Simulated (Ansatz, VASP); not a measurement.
# Two plane-wave programs on C

```
CELL_PARAMETERS angstrom
0.00000 1.77982 1.77982
1.77982 0.00000 1.77982
1.77982 1.77982 0.00000
ATOMIC_POSITIONS crystal
C 0.50000 0.50000 0.50000
C 0.75000 0.75000 0.75000
```

Alike in both runs: task single point; functional LDA; k mesh 12 × 12 × 12; occupations gaussian, width 0.05 eV; no spin polarisation.

|  | VASP | Ansatz |
| --- | --- | --- |
| version | VASP 6.6.1 | Ansatz 0.2.0 |
| potentials or method | VASP PAW LDA potentials, release 64 (C_h), cutoff 910 eV | scalar-relativistic, plane waves, PAW |
| valence electrons in the cell | 8 | 8 |

```tsv
	VASP	Ansatz	Ansatz less VASP
gap on the k mesh at the Fermi level (eV)	4.14	4.15	+0.006
least direct gap on the mesh (eV)	5.56	5.56	-0.002
```

Ansatz warns that its potentials were made for another functional, while VASP's fit it. LDA's correlation is that of Perdew and Zunger in VASP and of Perdew and Wang (1992) in Ansatz.

Noted on VASP's run: the cutoff is short for stress, so the pressure is rough.
